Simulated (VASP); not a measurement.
Wanted: the native input for a VASP 6.6.1 run.

```yaml
Task: relaxation of cell and atoms
Functional: PBE
Potentials_or_basis: VASP PAW PBE potentials, release 64 (Cu, O)
Cutoff: 600 eV
k_mesh: 7 × 7 × 4
Occupations: fermi-dirac, width 0.05 eV
Spin: no spin polarisation
Dipole_correction: no
Further_INCAR_settings: ALGO = Normal; EDIFF = 1e-06; IBRION = 2; EDIFFG = -0.02; NSW = 80; ISIF = 3
```

The structure of CuO lies in POSCAR:

```
CuO
1.0
    1.9909680000     -2.1535500000      0.0000000000
    1.9909680000      2.1535500000      0.0000000000
    0.0000000000      0.0000000000      5.1559280000
Cu O
2 2
Direct
    0.5000000000      0.0000000000      0.0000000000
    0.0000000000      0.5000000000      0.5000000000
    0.5000000000      0.5000000000      0.2500000000
    0.5000000000      0.5000000000      0.7500000000
```

These files were run (other wordings do the same):

INCAR

```
SYSTEM = CuO
PREC = Accurate
ENCUT = 600
EDIFF = 1E-6
ISMEAR = -1
SIGMA = 0.05
LREAL = .FALSE.
LASPH = .TRUE.
NELM = 80
ALGO = Normal
ISIF = 3
LWAVE = .FALSE.
LCHARG = .FALSE.
GGA = PE
IBRION = 2
NSW = 80
EDIFFG = -0.02
```

KPOINTS

```
Automatic mesh
0
G
  7 7 4
  0 0 0
```

Potentials or basis: VASP PAW PBE potentials, release 64 (Cu, O).

The run is started by

```sh
$ cat potpaw_PBE.64/Cu/POTCAR potpaw_PBE.64/O/POTCAR > POTCAR
$ mpirun -np 1 vasp_std > vasp.out
```

It gave:

```
Relaxed volume                         : 11.24 Å³/atom
Relaxed cell                           : a = 2.950 Å, b = 2.950 Å, c = 5.165 Å, α = 90.00°, β = 90.00°, γ = 89.75°
Space group after relaxing (to 0.05 Å) : P4_2/mmc (No. 131)
Energy gained by relaxing              : 2.6 meV/atom
Ionic steps                            : 15
Pressure after relaxing                : 0.0 GPa
Band gap on the k mesh                 : zero (band 17 reaches 5.37 eV, above the bottom of band 18 at 4.23 eV)
```

Caveat: semilocal functionals often make such compounds metallic where correlation or magnetic order opens a gap, which also shifts bond lengths.

Run time: 7 min on 1 thread of Intel(R) Xeon(R) Platinum 8259CL CPU @ 2.50GHz (Skylake/Cascade Lake), on a shared host, peak memory 0.2 GiB.
